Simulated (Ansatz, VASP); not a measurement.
Nb3Si2O in VASP and in Ansatz

```
Nb Si O
1.0
     3.01002    0.00000    0.00000
     0.00000    5.21351    0.00000
     0.00000    0.00000   12.09611
Nb Si O
6 4 2
Direct
  0.50000 0.50000 0.50000
  0.00000 0.00000 0.50000
  0.50000 0.50000 0.15760
  0.00000 0.00000 0.15760
  0.50000 0.50000 0.84240
  0.00000 0.00000 0.84240
  0.00000 0.33333 0.33356
  0.50000 0.83333 0.33356
  0.00000 0.33333 0.66644
  0.50000 0.83333 0.66644
  0.50000 0.50000 0.00000
  0.00000 0.00000 0.00000
```

Alike in both runs: task single point; functional PBE; k mesh 8 × 4 × 2; occupations gaussian, width 0.2 eV; no spin polarisation.

```csv
,VASP,Ansatz
version,VASP 6.6.1,Ansatz 0.2.0
potentials or method,"VASP PAW PBE potentials, release 64 (Nb_sv, Si, O), cutoff 520 eV","scalar-relativistic, plane waves, PAW"
valence electrons in the cell,106,106
```

|  | VASP | Ansatz | Ansatz less VASP |
| --- | --- | --- | --- |
| gap on the k mesh at the Fermi level (eV) | none | none | - |
| pressure (GPa) | -0.2 | 0.1 | +0.29 |
| traceless stress, the component that is largest in VASP (GPa) | 0.29 | 0.23 | -0.059 |
| rms of the force components (eV/Å) | 0.011 | 0.007 | -0.0040 |

Atom by atom the forces differ by 0.005 eV/Å (rms over components). A gap of «none» marks a metal or a gap that the smearing closes. With one functional, cell and mesh, what is left measures potentials, basis and numerics.
